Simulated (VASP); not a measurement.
# Sb (Im-3m) in VASP: a series of runs

The runs below take Sb through single point, relaxation of cell and atoms, with LDA, PBEsol, PBE+D4.

Program: VASP 6.6.1. These are calculated values, not measurements. Logs are shortened: lines on timing, memory, paths and dates and some standing lists are left out, and cuts for length are marked.

## Step 1: The cell of the first run

The structure is cubic, space group Im-3m (No. 229). The conventional cell has a = 3.719 Å, b = 3.719 Å, c = 3.719 Å, α = 90.00°, β = 90.00°, γ = 90.00°. Sb (site symmetry m-3m) has 14 Sb at 3.22 to 3.72 Å within 4.2 Å.

## Step 2: Single point, LDA

INCAR

```
SYSTEM = Sb
PREC = Accurate
ENCUT = 520
EDIFF = 1E-6
ISMEAR = -1
SIGMA = 0.1
LREAL = .False.
LASPH = .True.
NELM = 80
ALGO = Normal
ISIF = 2
LWAVE = .False.
LCHARG = .False.
NBANDS = 8
```

KPOINTS

```
regular mesh
0
Gamma
  10 10 10
  0 0 0
```

POSCAR

```
Sb
1.0
   -1.8595477418      1.8595477418      1.8595477418
    1.8595477418     -1.8595477418      1.8595477418
    1.8595477418      1.8595477418     -1.8595477418
Sb
1
Direct
    0.0000000000      0.0000000000      0.0000000000
```

Potentials or basis: VASP PAW LDA potentials, release 64 (Sb).

Started as:

```bash
$ cat potpaw_LDA.64/Sb/POTCAR > POTCAR
$ mpirun -np 1 vasp_std > vasp.out
```

OUTCAR:

```text
SYSTEM = Sb
   PREC = Accurate
   ENCUT = 520
   EDIFF = 1E-6
   ISMEAR = -1
   LREAL = .False.
   LASPH = .True.
   NELM = 80
   ISIF = 2

 ion  position               nearest neighbor table
   1  0.000  0.000  0.000-

  LATTYP: Found a body centered cubic cell.
 ALAT       =     3.7190954836

  Lattice vectors:

 A1 = (  -1.8595477418,   1.8595477418,   1.8595477418)
 A2 = (   1.8595477418,  -1.8595477418,   1.8595477418)
 A3 = (   1.8595477418,   1.8595477418,  -1.8595477418)

Analysis of symmetry for initial positions (statically):
=====================================================================
 Subroutine PRICEL returns:
 Original cell was already a primitive cell.

 Routine SETGRP: Setting up the symmetry group for a
 body centered cubic supercell.

 Subroutine GETGRP returns: Found 48 space group operations
 (whereof 48 operations were pure point group operations)
 out of a pool of 48 trial point group operations.

The static configuration has the point symmetry O_h .

Analysis of symmetry for dynamics (positions and initial velocities):
=====================================================================
 Subroutine PRICEL returns:
 Original cell was already a primitive cell.

 Routine SETGRP: Setting up the symmetry group for a
 body centered cubic supercell.

 Subroutine GETGRP returns: Found 48 space group operations
 (whereof 48 operations were pure point group operations)
 out of a pool of 48 trial point group operations.

The dynamic configuration has the point symmetry O_h .

 Subroutine INISYM returns: Found 48 space group operations
 (whereof 48 operations are pure point group operations),
 and found     1 'primitive' translations

----------------------------------------------------------------------------------------

                                     Primitive cell

  volume of cell :      25.7207

  direct lattice vectors                    reciprocal lattice vectors
    -1.859547742  1.859547742  1.859547742     0.000000000  0.268882583  0.268882583
     1.859547742 -1.859547742  1.859547742     0.268882583  0.000000000  0.268882583
     1.859547742  1.859547742 -1.859547742     0.268882583  0.268882583  0.000000000

  length of vectors
     3.220831168  3.220831168  3.220831168     0.380257396  0.380257396  0.380257396

  position of ions in fractional coordinates (direct lattice)
     0.000000000  0.000000000  0.000000000

  ion indices of the primitive-cell ions
   primitive index   ion index
                 1           1

----------------------------------------------------------------------------------------

 KPOINTS: regular mesh

Automatic generation of k-mesh.
 Grid dimensions read from file:
 generate k-points for:   10   10   10

 Generating k-lattice:

  Cartesian coordinates                     Fractional coordinates (reciprocal lattice)
     0.000000000  0.026888258  0.026888258     0.100000000  0.000000000  0.000000000
     0.026888258  0.000000000  0.026888258     0.000000000  0.100000000  0.000000000
     0.026888258  0.026888258  0.000000000     0.000000000  0.000000000  0.100000000

  Length of vectors
     0.038025740  0.038025740  0.038025740

  Shift w.r.t. Gamma in fractional coordinates (k-lattice)
     0.000000000  0.000000000  0.000000000

 Subroutine IBZKPT returns following result:
 ===========================================

 Found     47 irreducible k-points:

 Following reciprocal coordinates:
            Coordinates               Weight
  0.000000  0.000000  0.000000      1.000000
  0.100000  0.000000  0.000000     12.000000
  0.200000  0.000000  0.000000     12.000000
  0.300000  0.000000  0.000000     12.000000
  0.400000  0.000000  0.000000     12.000000
  0.500000  0.000000  0.000000      6.000000
[... 16 lines left out ...]
  0.300000  0.300000  0.100000      8.000000
 -0.300000  0.300000  0.100000     24.000000
 [... further k-points ...]
   k-points           NKPTS =     47   k-points in BZ     NKDIM =     47   number of bands    NBANDS=      8
   number of dos      NEDOS =    301   number of ions     NIONS =      1
   total plane-waves  NPLWV =  13824
   dimension x,y,z NGX =    24 NGY =   24 NGZ =   24
   dimension x,y,z NGXF=    48 NGYF=   48 NGZF=   48
   ions per type =               1
   NGX,Y,Z   is equivalent  to a cutoff of  12.39, 12.39, 12.39 a.u.
   NGXF,Y,Z  is equivalent  to a cutoff of  24.78, 24.78, 24.78 a.u.
 SYSTEM =  Sb
   PREC   = accura    normal or accurate (medium, high low for compatibility)
   ISTART =      0    job   : 0-new  1-cont  2-samecut
   ICHARG =      2    charge: 1-file 2-atom 10-const
   ISPIN  =      1    spin polarized calculation?
   LNONCOLLINEAR =      F non collinear calculations
   LSORBIT =      F    spin-orbit coupling
   LASPH  =      T    aspherical Exc in radial PAW
   ENCUT  =  520.0 eV  38.22 Ry    6.18 a.u.   5.99  5.99  5.99*2*pi/ulx,y,z
   NELM   =     80;   NELMIN=  2; NELMDL= -5     # of ELM steps
   EDIFF  = 0.1E-05   stopping-criterion for ELM
   LREAL  =      F    real-space projection
   EDIFFG = 0.1E-04   stopping-criterion for IOM
   NSW    =      0    number of steps for IOM
   IBRION =     -1    ionic relax: 0-MD 1-quasi-New 2-CG
   NFREE  =      0    steps in history (QN), initial steepest desc. (CG)
   ISIF   =      2    stress and relaxation
   ISYM   =      2    0-nonsym 1-usesym 2-fastsym
   POTIM  = 0.5000    time-step for ionic-motion
   TEBEG  =    0.0;   TEEND  =   0.0 temperature during run
   PSTRESS=    0.0 pullay stress
   NELECT =       5.0000    total number of electrons
   NUPDOWN=      -1.0000    fix difference up-down
   EMIN   =  10.00;   EMAX   =-10.00  energy-range for DOS
   EFERMI =   0.00;   METHOD = LEGACY
   ISMEAR =    -1;   SIGMA  =   0.10  broadening in eV -4-tet -1-fermi 0-gaus
   EFERMI_NEDOS =   21; number of points for ismear=-14 and -15
   IALGO  =     38    algorithm
   IMIX   =      4    mixing-type and parameters
     AMIX     =   0.40;   BMIX     =  1.00
     AMIX_MAG =   1.60;   BMIX_MAG =  1.00
  volume/ion in A,a.u.               =      25.72       173.57
  Fermi-wavevector in a.u.,A,eV,Ry     =   0.948355  1.792131 12.236764  0.899377
  Thomas-Fermi vector in A             =   2.076535
   LORBIT       =      0    0 simple, 1 ext, 2 COOP (PROOUT), +10 PAW based schemes
   GGA     = CA    functional components
   LHFCALC =     F    Hartree Fock is set to
   AEXX    =    0.0000 exact exchange contribution
   IVDW    =     0    specifies the selected vdW correction
   LEPSILON=     F    determine dielectric tensor
   LRPA    =     F    only Hartree local field effects (RPA)
 non-spin polarized calculation
  energy-cutoff  :      520.00
  volume of cell :       25.72
 maximum number of plane-waves:       706
   NGX = 11   NGY = 11   NGZ = 11

 number of electron       4.9999999 magnetization

 Free energy of the ion-electron system (eV)
  ---------------------------------------------------
  ext. energy  EPLUGINS =         0.00000000
  ---------------------------------------------------
  free energy    TOTEN  =        -4.62549392 eV

  energy without entropy =       -4.59808168  energy(sigma->0) =       -4.61178780

 E-fermi :   8.9303     XC(G=0): -10.5663

 val. band max:        8.9105737198   @ k =  -0.3000   0.4000   0.1000
 cond. band min:       8.9328242153   @ k =   0.3000   0.1000   0.1000
 fundamental gap:      0.0222504954
 Fermi energy:         8.9302626172

 k-point     1 :       0.0000    0.0000    0.0000
  band No.  band energies     occupation
      1      -4.2715      2.00000
      2      14.7064      0.00000
      3      14.7064      0.00000
      4      14.7064      0.00000
      5      19.4175      0.00000
      6      19.4175      0.00000
      7      19.4175      0.00000
      8      20.8563      0.00000

 k-point     2 :       0.1000    0.0000    0.0000
  band No.  band energies     occupation
      1      -4.0534      2.00000
      2      13.1326      0.00000
      3      14.0211      0.00000
      4      14.5115      0.00000
      5      18.4461      0.00000
      6      18.4655      0.00000
      7      20.1338      0.00000
      8      20.2874      0.00000

 k-point     3 :       0.2000    0.0000    0.0000
  band No.  band energies     occupation
      1      -3.4030      2.00000
      2      10.1538      0.00001
      3      12.7730      0.00000
      4      13.9981      0.00000
      5      17.1346      0.00000
      6      17.3597      0.00000
      7      20.0713      0.00000
      8      20.8886      0.00000

 k-point     4 :       0.3000    0.0000    0.0000
  band No.  band energies     occupation
      1      -2.3409      2.00000
      2       7.1264      2.00000
      3      11.6701      0.00000
      4      13.3996      0.00000
      5      16.2212      0.00000
      6      16.5501      0.00000
      7      20.7295      0.00000
      8      21.6439      0.00000

 k-point     5 :       0.4000    0.0000    0.0000
  band No.  band energies     occupation
      1      -0.9644      2.00000
      2       4.5001      2.00000
      3      10.9487      0.00000
      4      12.9555      0.00000
      5      15.6894      0.00000
      6      16.0633      0.00000
      7      21.8719      0.00000
      8      22.6718      0.00000

 k-point     6 :       0.5000    0.0000    0.0000
  band No.  band energies     occupation
      1       0.0112      2.00000
      2       3.0987      2.00000
      3      10.6997      0.00000
      4      12.7950      0.00000
      5      15.5152      0.00000
      6      15.9011      0.00000
      7      23.0079      0.00000
      8      23.6561      0.00000

 k-point     7 :       0.1000    0.1000    0.0000
  band No.  band energies     occupation
      1      -3.6190      2.00000
      2      11.2399      0.00000
      3      12.8130      0.00000
      4      13.8043      0.00000
      5      17.8317      0.00000
      6      18.1477      0.00000
      7      19.7820      0.00000
      8      20.6494      0.00000

 k-point     8 :       0.2000    0.1000    0.0000
  band No.  band energies     occupation
      1      -2.7610      2.00000
      2       8.5811      1.94088
      3      11.2518      0.00000
      4      13.0613      0.00000
      5      17.0652      0.00000
      6      17.9897      0.00000
      7      19.7353      0.00000
      8      22.0797      0.00000

 k-point     9 :       0.3000    0.1000    0.0000
  band No.  band energies     occupation
      1      -1.5251      2.00000
      2       5.8443      2.00000
      3      10.2262      0.00000
      4      12.4488      0.00000
      5      16.4250      0.00000
      6      17.7692      0.00000
      7      20.2779      0.00000
      8      23.3074      0.00000

 k-point    10 :       0.4000    0.1000    0.0000
  band No.  band energies     occupation
      1      -0.1711      2.00000
      2       3.6844      2.00000
      3       9.7147      0.00078
      4      12.1106      0.00000
      5      16.0944      0.00000
      6      17.5619      0.00000
      7      21.4473      0.00000
      8      23.1490      0.00000
[... 78 lines left out ...]
 k-point    18 :       0.4000    0.1000    0.1000
  band No.  band energies     occupation
      1       0.3075      2.00000
      2       3.5790      2.00000
      3       8.6184      1.91532
      4      10.2768      0.00000
      5      18.3546      0.00000
      6      18.7921      0.00000
      7      23.6426      0.00000
      8      23.7960      0.00000

 k-point    19 :      -0.1000    0.1000    0.1000
  band No.  band energies     occupation
      1      -3.8356      2.00000
      2      12.8603      0.00000
      3      13.3198      0.00000
      4      13.3198      0.00000
      5      17.7804      0.00000
      6      19.1794      0.00000
      7      19.1794      0.00000
      8      19.6820      0.00000

 k-point    20 :       0.2000    0.2000    0.1000
  band No.  band energies     occupation
      1      -0.7630      2.00000
      2       5.7859      2.00000
      3       8.0959      1.99952
      4       9.8042      0.00032
      5      19.6298      0.00000
      6      20.5059      0.00000
      7      22.1384      0.00000
      8      22.7124      0.00000

 k-point    21 :       0.3000    0.2000    0.1000
  band No.  band energies     occupation
      1       0.4187      2.00000
      2       4.4962      2.00000
      3       6.9743      2.00000
      4       9.3481      0.03017
      5      19.7918      0.00000
      6      21.1451      0.00000
      7      22.6552      0.00000
      8      23.5899      0.00000

 k-point    22 :      -0.2000    0.2000    0.1000
  band No.  band energies     occupation
      1      -3.1866      2.00000
      2      10.2390      0.00000
      3      12.0743      0.00000
      4      12.8634      0.00000
      5      16.8201      0.00000
      6      18.3229      0.00000
      7      18.9847      0.00000
      8      21.3890      0.00000

 k-point    23 :       0.3000    0.3000    0.1000
  band No.  band energies     occupation
      1       0.9113      2.00000
      2       5.2137      2.00000
      3       5.2137      2.00000
      4       9.0691      0.39948
      5      20.4858      0.00000
      6      22.1906      0.00000
      7      22.1906      0.00000
      8      24.3794      0.00000

 k-point    24 :      -0.3000    0.3000    0.1000
  band No.  band energies     occupation
      1      -2.1276      2.00000
      2       7.2933      2.00000
      3      10.9889      0.00000
      4      12.3883      0.00000
      5      16.6575      0.00000
      6      17.5133      0.00000
      7      18.7632      0.00000
      8      23.5597      0.00000

 [... further k-points ...]
[... 5 lines left out ...]
  --------------------------------------------------------------------------------------
  -------------------------------------------------------------------------------------
  Total        0.0229113      0.0229113      0.0229113      0.0000000      0.0000000     -0.0000000
  in kB        1.4271773      1.4271773      1.4271773      0.0000000      0.0000000     -0.0000000
  external PRESSURE =       1.4271773 kB  Pullay stress =       0.0000000 kB

 VOLUME and BASIS-vectors are now :
 -----------------------------------------------------------------------------
  energy-cutoff  :      520.00
  volume of cell :       25.72
      direct lattice vectors                 reciprocal lattice vectors
    -1.859547742  1.859547742  1.859547742     0.000000000  0.268882583  0.268882583
     1.859547742 -1.859547742  1.859547742     0.268882583  0.000000000  0.268882583
     1.859547742  1.859547742 -1.859547742     0.268882583  0.268882583  0.000000000

 POSITION                                       TOTAL-FORCE (eV/Angst)
 -----------------------------------------------------------------------------------
      0.00000      0.00000      0.00000        -0.000000      0.000000     -0.000000
 -----------------------------------------------------------------------------------
    total drift:                                0.000000     -0.000000     -0.000000

  FREE ENERGIE OF THE ION-ELECTRON SYSTEM (eV)
  ---------------------------------------------------
  free  energy   TOTEN  =        -4.6254939190 eV

  energy  without entropy=       -4.5980816838  energy(sigma->0) =       -4.61178780
```

Wall time 6.2 s (1 thread of Intel Xeon 8259CL, shared host); peak memory 0.13 GiB.

Results:

```yaml
Free_energy: -4.6255 eV
Pressure: 0.1 GPa
```

Levels at points of the mesh, in eV from the Fermi level:
```csv
k point,band 1,band 2,band 3,band 4,band 5,band 6
"(0.00, 0.00, 0.00)",-13.20,5.78,5.78,5.78,10.49,10.49
"(0.50, 0.00, 0.00)",-8.92,-5.83,1.77,3.86,6.58,6.97
"(0.50, 0.50, 0.50)",-5.46,-2.08,-2.08,-2.08,2.96,2.96
```

Caveat: spin-orbit coupling is left out, which moves the levels of the heavy elements.

(Part 1 of 2 ends here.)
